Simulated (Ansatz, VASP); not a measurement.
SnO in VASP and in Ansatz

```xyz
4
Lattice="3.8364 0.0000 0.0000 0.0000 3.8364 0.0000 0.0000 0.0000 4.7605" Properties=species:S:1:pos:R:3 pbc="T T T"
Sn    0.0000    1.9182    1.1580
Sn    1.9182    0.0000    3.6025
O     0.0000    0.0000    0.0000
O     1.9182    1.9182    0.0000
```

Alike in both runs: functional PBE; dispersion D3(BJ); k mesh 12 × 12 × 10; occupations gaussian, width 0.1 eV; no spin polarisation.

Ansatz relaxed the structure, and its values are those at the end. VASP's run is a single point on that final structure, the one shown.

|  | VASP | Ansatz |
| --- | --- | --- |
| version | VASP 6.6.1 | Ansatz 0.2.0 |
| potentials or method | VASP PAW PBE potentials, release 64 (Sn_d, O), cutoff 520 eV | scalar-relativistic, plane waves, PAW |
| valence electrons in the cell | 40 | 40 |

Ansatz gave:

| Property | Result |
| --- | --- |
| gap on the k mesh at the Fermi level (eV) | none |
| pressure (GPa) | 0.0 |
| rms of the force components (eV/Å) | 0.001 |

Q: Estimate VASP's values.

A: gap on the k mesh at the Fermi level (eV): none; pressure (GPa): 0.3; rms of the force components (eV/Å): 0.037.

A gap of «none» marks a metal or a gap that the smearing closes.
